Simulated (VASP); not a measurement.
Write the native input for VASP 6.6.1 that does the following.

```yaml
Task: single point
Functional: PBEsol
Potentials_or_basis: VASP PAW PBE potentials, release 64 (W_sv)
Cutoff: 520 eV
k_mesh: 26 × 26 × 26
Occupations: gaussian, width 0.15 eV
Spin: no spin polarisation
Dipole_correction: no
Further_INCAR_settings: ALGO = Normal; EDIFF = 1e-06; NBANDS = 13
```

The structure of W lies in POSCAR:

```
W
1.0
    0.0000000000      1.9390258939      1.9390258939
    1.9390258939      0.0000000000      1.9390258939
    1.9390258939      1.9390258939      0.0000000000
W
1
Direct
    0.0000000000      0.0000000000      0.0000000000
```

This cell differs from its parent crystal: strain -0.030 along x and y, -0.030 along z.

The input as run:

INCAR

```
SYSTEM = W
  ALGO = Normal
  EDIFF = 1E-6
  ENCUT = 520
  GGA = PS
  ISIF = 2
  ISMEAR = 0
  LASPH = .True.
  LCHARG = .False.
  LREAL = .False.
  LWAVE = .False.
  NBANDS = 13
  NELM = 100
  PREC = Accurate
  SIGMA = 0.15
```

KPOINTS

```
k-points
0
Gamma
  26 26 26
  0 0 0
```

Potentials or basis: VASP PAW PBE potentials, release 64 (W_sv).

Run with:

```console
$ cat potpaw_PBE.64/W_sv/POTCAR > POTCAR
$ mpirun -np 1 vasp_std > vasp.out
```

Results of the run:

```
Pressure               : 34.0 GPa
Band gap on the k mesh : zero (band 7 reaches 15.85 eV, above the bottom of band 8 at 11.28 eV)
```

Caveat: the cell differs from its parent crystal (strain -0.030 along x and y, -0.030 along z); the PAW data sets were made with another functional, which shifts forces and pressure a little; spin-orbit coupling is left out, which moves the levels of the heavy elements.

Run time: 27 s on 1 thread of Intel(R) Xeon(R) 6975P-C (Granite Rapids), on a shared host, peak memory 0.2 GiB.
